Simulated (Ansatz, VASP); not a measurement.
**Two plane-wave programs on Bi**

```
CELL_PARAMETERS angstrom
2.31197 1.33482 4.01524
-2.31197 1.33482 4.01524
0.00000 -2.66964 4.01524
ATOMIC_POSITIONS crystal
Bi 0.76600 0.76600 0.76600
Bi 0.23400 0.23400 0.23400
```

Alike in both runs: task single point; functional LDA; k mesh 7 × 7 × 7; occupations fermi-dirac, width 0.05 eV; no spin polarisation.

```csv
,VASP,Ansatz
version,VASP 6.6.1,Ansatz 0.2.0
potentials or method,"VASP PAW LDA potentials, release 64 (Bi_d)",Ansatz PAW
plane-wave cutoff (eV),520,420
valence electrons in the cell,30,30
```

Ansatz gave:

| Property | Result |
| --- | --- |
| gap on the k mesh at the Fermi level (eV) | 0.24 |
| least direct gap on the mesh (eV) | 0.49 |
| pressure (GPa) | -3.9 |
| traceless stress, the component that is largest in VASP (GPa) | 0.19 |
| rms of the force components (eV/Å) | 0.112 |

Q: Estimate VASP's values.

A: gap on the k mesh at the Fermi level (eV): 0.24; least direct gap on the mesh (eV): 0.49; pressure (GPa): -3.8; traceless stress, the component that is largest in VASP (GPa): 0.17; rms of the force components (eV/Å): 0.100.

LDA's correlation is that of Perdew and Zunger in VASP and of Perdew and Wang (1992) in Ansatz. Atom by atom the forces differ by 0.011 eV/Å (rms over components).

Spin-orbit coupling is off throughout. Noted on Ansatz's run: odd divisions of the mesh miss points on the zone boundary, where band edges often lie, so the gap on the mesh can be too wide.
